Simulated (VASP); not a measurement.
# Cu (I4/mmm) in VASP: notebook

The runs below take Cu through single point, with PBE.

Everything below comes from runs of VASP 6.6.1. Logs are shortened: lines on timing, memory, paths and dates and some standing lists are left out, and cuts for length are marked.

## Step 1: The cell of the first run

The structure is tetragonal, space group I4/mmm (No. 139). The conventional cell has a = 2.922 Å, b = 2.922 Å, c = 2.814 Å, α = 90.00°, β = 90.00°, γ = 90.00°. Within 3.3 Å of Cu (site symmetry 4/mmm) lie 14 Cu at 2.50 to 2.92 Å.

## Step 2: Single point, PBE (biaxial strain in the a-b plane: -1.0 %, then relaxed in part)

Input file INCAR:

```
SYSTEM = Cu
ALGO = Normal ; EDIFF = 1E-6
ENCUT = 820 ; GGA = PE
GGA_COMPAT = .False. ; ISIF = 2
ISMEAR = 0 ; LASPH = .True.
LCHARG = .False. ; LREAL = .False.
LWAVE = .False. ; NBANDS = 26
NELM = 120 ; PREC = Accurate
SIGMA = 0.1
```

Input file KPOINTS:

```
k-points
0
Gamma
  14 14 16
  0 0 0
```

Input file POSCAR:

```
Cu
1.0
    2.9215512269      0.0000000000      0.0000000000
    0.0000000000      2.9215512269      0.0000000000
    0.0000000000      0.0000000000      2.8139658434
Cu
2
Direct
    0.0000000000      0.0000000000      0.0000000000
    0.5000000000      0.5000000000      0.5000000000
```

Potentials or basis: VASP PAW PBE potentials, release 64 (Cu_sv_GW).

Started as:

```sh
$ cat potpaw_PBE.64/Cu_sv_GW/POTCAR > POTCAR
$ mpirun -np 1 vasp_std > vasp.out
```

OUTCAR:

```text
SYSTEM = Cu
   EDIFF = 1E-6
   ENCUT = 820
   GGA = PE
   ISIF = 2
   ISMEAR = 0
   LASPH = .True.
   LREAL = .False.
   NELM = 120
   PREC = Accurate

 ion  position               nearest neighbor table
   1  0.000  0.000  0.000-   2 2.50   2 2.50   2 2.50   2 2.50   2 2.50   2 2.50   2 2.50   2 2.50

   2  0.500  0.500  0.500-   1 2.50   1 2.50   1 2.50   1 2.50   1 2.50   1 2.50   1 2.50   1 2.50

  LATTYP: Found a simple tetragonal cell.
 ALAT       =     2.9215512269
 C/A-ratio  =     0.9631752534

  Lattice vectors:

 A1 = (   2.9215512269,   0.0000000000,   0.0000000000)
 A2 = (   0.0000000000,   2.9215512269,   0.0000000000)
 A3 = (   0.0000000000,   0.0000000000,   2.8139658434)

Analysis of symmetry for initial positions (statically):
=====================================================================
 Subroutine PRICEL returns following result:

  LATTYP: Found a body centered tetragonal cell.
 ALAT       =     2.9215512269
 C/A-ratio  =     0.9631752534

  Lattice vectors:

 A1 = (  -1.4607756135,  -1.4607756135,  -1.4069829217)
 A2 = (   1.4607756135,   1.4607756135,  -1.4069829217)
 A3 = (   1.4607756135,  -1.4607756135,   1.4069829217)

   2 primitive cells build up your supercell.

 Routine SETGRP: Setting up the symmetry group for a
 simple tetragonal supercell.

 Subroutine GETGRP returns: Found 16 space group operations
 (whereof 16 operations were pure point group operations)
 out of a pool of 16 trial point group operations.

The static configuration has the point symmetry D_4h.

Analysis of symmetry for dynamics (positions and initial velocities):
=====================================================================
 Subroutine PRICEL returns following result:

  LATTYP: Found a body centered tetragonal cell.
 ALAT       =     2.9215512269
 C/A-ratio  =     0.9631752534

  Lattice vectors:

 A1 = (  -1.4607756135,  -1.4607756135,  -1.4069829217)
 A2 = (   1.4607756135,   1.4607756135,  -1.4069829217)
 A3 = (   1.4607756135,  -1.4607756135,   1.4069829217)

   2 primitive cells build up your supercell.

 Routine SETGRP: Setting up the symmetry group for a
 simple tetragonal supercell.

 Subroutine GETGRP returns: Found 16 space group operations
 (whereof 16 operations were pure point group operations)
 out of a pool of 16 trial point group operations.

The dynamic configuration has the point symmetry D_4h.

 Subroutine INISYM returns: Found 16 space group operations
 (whereof 16 operations are pure point group operations),
[... 91 lines left out ...]
   LASPH  =      T    aspherical Exc in radial PAW
   ENCUT  =  820.0 eV  60.27 Ry    7.76 a.u.   6.82  6.82  6.57*2*pi/ulx,y,z
   NELM   =    120;   NELMIN=  2; NELMDL= -5     # of ELM steps
   EDIFF  = 0.1E-05   stopping-criterion for ELM
   LREAL  =      F    real-space projection
   EDIFFG = 0.1E-04   stopping-criterion for IOM
   NSW    =      0    number of steps for IOM
   IBRION =     -1    ionic relax: 0-MD 1-quasi-New 2-CG
   NFREE  =      0    steps in history (QN), initial steepest desc. (CG)
   ISIF   =      2    stress and relaxation
   ISYM   =      2    0-nonsym 1-usesym 2-fastsym
   POTIM  = 0.5000    time-step for ionic-motion
   TEBEG  =    0.0;   TEEND  =   0.0 temperature during run
   PSTRESS=    0.0 pullay stress
   NELECT =      38.0000    total number of electrons
   NUPDOWN=      -1.0000    fix difference up-down
   EMIN   =  10.00;   EMAX   =-10.00  energy-range for DOS
   EFERMI =   0.00;   METHOD = LEGACY
   ISMEAR =     0;   SIGMA  =   0.10  broadening in eV -4-tet -1-fermi 0-gaus
   EFERMI_NEDOS =   21; number of points for ismear=-14 and -15
   IALGO  =     38    algorithm
   IMIX   =      4    mixing-type and parameters
     AMIX     =   0.40;   BMIX     =  1.00
     AMIX_MAG =   1.60;   BMIX_MAG =  1.00
  volume/ion in A,a.u.               =      12.01        81.04
  Fermi-wavevector in a.u.,A,eV,Ry     =   1.907600  3.604842 49.510778  3.638940
  Thomas-Fermi vector in A             =   2.945083
   LORBIT       =      0    0 simple, 1 ext, 2 COOP (PROOUT), +10 PAW based schemes
   GGA     = PE    functional components
   LHFCALC =     F    Hartree Fock is set to
   AEXX    =    0.0000 exact exchange contribution
   IVDW    =     0    specifies the selected vdW correction
   LEPSILON=     F    determine dielectric tensor
   LRPA    =     F    only Hartree local field effects (RPA)
 non-spin polarized calculation
 Gauss-broadening in eV      SIGMA  =   0.10
  energy-cutoff  :      820.00
  volume of cell :       24.02
 maximum number of plane-waves:      1309
 NGX is ok and might be reduce to    28
   NGX = 13   NGY = 13   NGZ = 13

 number of electron      37.9999988 magnetization

 Free energy of the ion-electron system (eV)
  ---------------------------------------------------
  ext. energy  EPLUGINS =         0.00000000
  ---------------------------------------------------
  free energy    TOTEN  =        -7.52408140 eV

  energy without entropy =       -7.52152625  energy(sigma->0) =       -7.52280382

 E-fermi :   7.3996     XC(G=0): -13.2539

 val. band max:        7.3885974771   @ k =   0.5000   0.2143   0.2500
 cond. band min:       7.4025529744   @ k =   0.5000   0.2857   0.1875
 fundamental gap:      0.0139554974
 Fermi energy:         7.3996150622

 k-point     1 :       0.0000    0.0000    0.0000
  band No.  band energies     occupation
      1    -105.1624      2.00000
      2    -105.1371      2.00000
      3     -62.5598      2.00000
      4     -62.5598      2.00000
      5     -62.5541      2.00000
      6     -62.4799      2.00000
[... 685 lines left out ...]
     25      26.5966      0.00000
     26      27.1106      0.00000

 [... further k-points ...]

------------------------ aborting loop because EDIFF is reached ----------------------------------------

  FORCE on cell =-STRESS in cart. coord.  units (eV):
  Direction    XX          YY          ZZ          XY          YZ          ZX
  --------------------------------------------------------------------------------------
  -------------------------------------------------------------------------------------
  Total       -0.2015976     -0.2015976     -0.1835384      0.0000000     -0.0000000      0.0000000
  in kB      -13.4477638    -13.4477638    -12.2431086      0.0000000     -0.0000000      0.0000000
  external PRESSURE =     -13.0462121 kB  Pullay stress =       0.0000000 kB

 VOLUME and BASIS-vectors are now :
 -----------------------------------------------------------------------------
  energy-cutoff  :      820.00
  volume of cell :       24.02
      direct lattice vectors                 reciprocal lattice vectors
     2.921551227  0.000000000  0.000000000     0.342283918  0.000000000  0.000000000
     0.000000000  2.921551227  0.000000000     0.000000000  0.342283918  0.000000000
     0.000000000  0.000000000  2.813965843     0.000000000  0.000000000  0.355370341

 POSITION                                       TOTAL-FORCE (eV/Angst)
 -----------------------------------------------------------------------------------
      0.00000      0.00000      0.00000         0.000000      0.000000     -0.000000
      1.46078      1.46078      1.40698        -0.000000     -0.000000      0.000000
 -----------------------------------------------------------------------------------
    total drift:                                0.000000      0.000000      0.000000

  FREE ENERGIE OF THE ION-ELECTRON SYSTEM (eV)
  ---------------------------------------------------
  free  energy   TOTEN  =        -7.5240813976 eV

  energy  without entropy=       -7.5215262456  energy(sigma->0) =       -7.52280382
```

OSZICAR:

```text
N       E                     dE             d eps       ncg     rms          rms(c)
DAV:   1     0.825548127226E+03    0.82555E+03   -0.30062E+04 24570   0.644E+03
DAV:   2     0.718650997860E+02   -0.75368E+03   -0.72597E+03 26624   0.137E+03
DAV:   3    -0.591581670473E+01   -0.77781E+02   -0.75603E+02 30656   0.558E+02
DAV:   4    -0.903543810669E+01   -0.31196E+01   -0.31082E+01 29366   0.111E+02
DAV:   5    -0.915999073454E+01   -0.12455E+00   -0.12453E+00 29104   0.170E+01    0.114E+01
DAV:   6    -0.863710376086E+01    0.52289E+00   -0.15840E+01 24052   0.234E+02    0.769E+00
DAV:   7    -0.754956336126E+01    0.10875E+01   -0.49779E+00 23638   0.132E+02    0.233E+00
DAV:   8    -0.752498347293E+01    0.24580E-01   -0.84454E-02 31148   0.680E+00    0.397E-01
DAV:   9    -0.752436133583E+01    0.62214E-03   -0.95647E-03 27706   0.507E+00    0.156E-01
DAV:  10    -0.752408018618E+01    0.28115E-03   -0.10670E-03 29948   0.172E+00    0.984E-03
DAV:  11    -0.752408228790E+01   -0.21017E-05   -0.23087E-05 28984   0.220E-01    0.707E-03
DAV:  12    -0.752408139761E+01    0.89030E-06   -0.49355E-07 11022   0.526E-02
   1 F= -.75240814E+01 E0= -.75228038E+01  d E =-.255515E-02
```

It took 3.1 min on 1 thread of Intel Xeon Platinum 8488C (Sapphire Rapids), shared host; peak memory 0.48 GiB.

Results:

```
Free energy            : -7.5241 eV
Pressure               : -1.3 GPa
Band gap on the k mesh : zero (bands 19 and 20 overlap by 7.61 eV)
```

Stress tensor (GPa, compression positive):
```
-1.34  0.00  0.00
 0.00 -1.34  0.00
 0.00  0.00 -1.22
```

Caveat: the cell differs from its parent crystal (biaxial strain in the a-b plane: -1.0 %, then relaxed in part).

## Step 3: Single point, PBE (equal strain along all axes, cell held: +3.0 %)

Input file INCAR:

```
SYSTEM = Cu
ALGO     = Normal         ! electronic algorithm
EDIFF    = 1E-6           ! SCF threshold, eV
ENCUT    = 820            ! plane-wave cutoff, eV
GGA      = PE             ! functional
GGA_COMPAT= .FALSE.      
ISIF     = 2              ! what is computed and relaxed
ISMEAR   = 0              ! smearing method
LASPH    = .TRUE.         ! aspherical terms in the spheres
LCHARG   = .TRUE.         ! write CHGCAR
LELF     = .TRUE.         ! ELF
LREAL    = .FALSE.        ! projectors in reciprocal space
LVHAR    = .TRUE.       
LWAVE    = .FALSE.        ! write WAVECAR
NBANDS   = 26             ! bands
NELM     = 120            ! most SCF steps
PREC     = Accurate       ! precision mode
SIGMA    = 0.1            ! smearing width, eV
```

Input file KPOINTS:

```
k-points
0
G
  14 14 16
  0 0 0
```

Input file POSCAR:

```
Cu
1.0
    3.0395936989      0.0000000000      0.0000000000
    0.0000000000      3.0395936989      0.0000000000
    0.0000000000      0.0000000000      2.8418841200
Cu
2
Direct
    0.0000000000      0.0000000000      0.0000000000
    0.5000000000      0.5000000000      0.5000000000
```

Potentials or basis: VASP PAW PBE potentials, release 64 (Cu_sv_GW).

Started as:

```sh
$ cat potpaw_PBE.64/Cu_sv_GW/POTCAR > POTCAR
$ mpirun -np 1 vasp_std > vasp.out
```

OUTCAR:

```text
SYSTEM = Cu
   EDIFF = 1E-6
   ENCUT = 820
   GGA = PE
   ISIF = 2
   ISMEAR = 0
   LASPH = .TRUE.
   LREAL = .FALSE.
   NELM = 120
   PREC = Accurate

 ion  position               nearest neighbor table
   1  0.000  0.000  0.000-   2 2.58   2 2.58   2 2.58   2 2.58   2 2.58   2 2.58   2 2.58   2 2.58

   2  0.500  0.500  0.500-   1 2.58   1 2.58   1 2.58   1 2.58   1 2.58   1 2.58   1 2.58   1 2.58

  LATTYP: Found a simple tetragonal cell.
 ALAT       =     3.0395936989
 C/A-ratio  =     0.9349552610

  Lattice vectors:

 A1 = (   3.0395936989,   0.0000000000,   0.0000000000)
 A2 = (   0.0000000000,   3.0395936989,   0.0000000000)
 A3 = (   0.0000000000,   0.0000000000,   2.8418841200)

Analysis of symmetry for initial positions (statically):
=====================================================================
 Subroutine PRICEL returns following result:

  LATTYP: Found a body centered tetragonal cell.
 ALAT       =     3.0395936989
 C/A-ratio  =     0.9349552610

  Lattice vectors:

 A1 = (  -1.5197968495,  -1.5197968494,  -1.4209420600)
 A2 = (   1.5197968495,   1.5197968494,  -1.4209420600)
 A3 = (   1.5197968495,  -1.5197968495,   1.4209420600)

   2 primitive cells build up your supercell.

[... 175 lines left out ...]

  energy without entropy =       -7.44419813  energy(sigma->0) =       -7.44599199

 E-fermi :   6.3747     XC(G=0): -12.6978

 val. band max:        6.3745623868   @ k =   0.4286   0.0714   0.5000
 cond. band min:       6.3747432030   @ k =   0.4286   0.2143   0.1250
 fundamental gap:      0.0001808162
 Fermi energy:         6.3747256661

 k-point     1 :       0.0000    0.0000    0.0000
  band No.  band energies     occupation
      1    -105.9854      2.00000
      2    -105.9695      2.00000
      3     -63.3787      2.00000
      4     -63.3787      2.00000
      5     -63.3735      2.00000
      6     -63.3233      2.00000
[... 685 lines left out ...]
     25      24.7944      0.00000
     26      25.3528      0.00000

 [... further k-points ...]

------------------------ aborting loop because EDIFF is reached ----------------------------------------

  FORCE on cell =-STRESS in cart. coord.  units (eV):
  Direction    XX          YY          ZZ          XY          YZ          ZX
  --------------------------------------------------------------------------------------
  -------------------------------------------------------------------------------------
  Total       -1.8550621     -1.8550621     -1.8445340      0.0000000      0.0000000      0.0000000
  in kB     -113.1961372   -113.1961372   -112.5537094      0.0000000      0.0000000      0.0000000
  external PRESSURE =    -112.9819946 kB  Pullay stress =       0.0000000 kB

 VOLUME and BASIS-vectors are now :
 -----------------------------------------------------------------------------
  energy-cutoff  :      820.00
  volume of cell :       26.26
      direct lattice vectors                 reciprocal lattice vectors
     3.039593699  0.000000000  0.000000000     0.328991339  0.000000000  0.000000000
     0.000000000  3.039593699  0.000000000     0.000000000  0.328991339  0.000000000
     0.000000000  0.000000000  2.841884120     0.000000000  0.000000000  0.351879231

 POSITION                                       TOTAL-FORCE (eV/Angst)
 -----------------------------------------------------------------------------------
      0.00000      0.00000      0.00000         0.000000      0.000000     -0.000000
      1.51980      1.51980      1.42094        -0.000000     -0.000000      0.000000
 -----------------------------------------------------------------------------------
    total drift:                                0.000000      0.000000      0.000000

  FREE ENERGIE OF THE ION-ELECTRON SYSTEM (eV)
  ---------------------------------------------------
  free  energy   TOTEN  =        -7.4477858550 eV

  energy  without entropy=       -7.4441981310  energy(sigma->0) =       -7.44599199
```

stdout:

```text
POSCAR found type information on POSCAR Cu
 POSCAR found :  1 types and       2 ions
 scaLAPACK will be used
 LDA part: xc-table for (Slater+PW92), standard interpolation
 POSCAR, INCAR and KPOINTS ok, starting setup
 FFT: planning ... GRIDC
 FFT: planning ... GRID_SOFT
 FFT: planning ... GRID
 WAVECAR not read
 entering main loop
```

Wall time 2.9 min (1 thread of Intel Xeon 6975P-C (Granite Rapids), shared host); peak memory 0.5 GiB.

Results:

- Free energy: -7.4478 eV
- Pressure: -11.3 GPa
- Band gap on the k mesh: zero (bands 19 and 20 overlap by 7.18 eV)

Caveat: the cell differs from its parent crystal (equal strain along all axes, cell held: +3.0 %); the cell stands under tension.
